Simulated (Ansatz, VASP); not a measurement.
# Sc: VASP beside Ansatz

```
CELL_PARAMETERS angstrom
3.08635 0.00000 0.00000
0.00000 3.08635 0.00000
0.00000 0.00000 3.08635
ATOMIC_POSITIONS crystal
Sc 0.00000 0.00000 0.00000
```

Alike in both runs: task single point; functional revPBE; k mesh 12 × 12 × 12; occupations fermi-dirac, width 0.1 eV; no spin polarisation.

|  | VASP | Ansatz |
| --- | --- | --- |
| version | VASP 6.6.1 | Ansatz 0.2.0 |
| potentials or method | VASP PAW PBE potentials, release 64 (Sc_sv), cutoff 520 eV | plane waves (420 eV) with PAW, scalar-relativistic |
| valence electrons in the cell | 11 | 11 |

```tsv
	VASP	Ansatz	Ansatz less VASP
pressure (GPa)	-2.3	-2.3	-0.01
```

VASP's potentials were made for PBE, not for revPBE.
